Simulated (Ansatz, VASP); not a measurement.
Al2BN3 in VASP and in Ansatz

```
Al B N
1.0
     2.95909    0.00000    0.00000
    -1.47955    2.56265    0.00000
     0.00000    0.00000    7.23365
Al B N
2 1 3
Direct
  0.00000 0.00000 0.98957
  0.66667 0.33333 0.34703
  0.33333 0.66667 0.65416
  0.66667 0.33333 0.08788
  0.33333 0.66667 0.44360
  0.00000 0.00000 0.72775
```

Alike in both runs: functional PBE; k mesh 6 × 6 × 2; occupations gaussian, width 0.1 eV; no spin polarisation.

Ansatz relaxed the structure, and its values are those at the end. VASP's run is a single point on that final structure, the one shown.

|  | VASP | Ansatz |
| --- | --- | --- |
| version | VASP 6.6.1 | Ansatz 0.2.0 |
| potentials or method | VASP PAW PBE potentials, release 64 (Al, B, N), cutoff 520 eV | scalar-relativistic, plane waves, PAW |
| valence electrons in the cell | 24 | 24 |

|  | VASP | Ansatz | Ansatz less VASP |
| --- | --- | --- | --- |
| gap on the k mesh at the Fermi level (eV) | 3.10 | 3.10 | +0.006 |
| least direct gap on the mesh (eV) | 4.07 | 4.07 | +0.005 |
| pressure (GPa) | -0.2 | 0.0 | +0.18 |
| rms of the force components (eV/Å) | 0.009 | 0.004 | -0.0055 |

The k mesh is coarse, so the values compare programs but aren't converged.
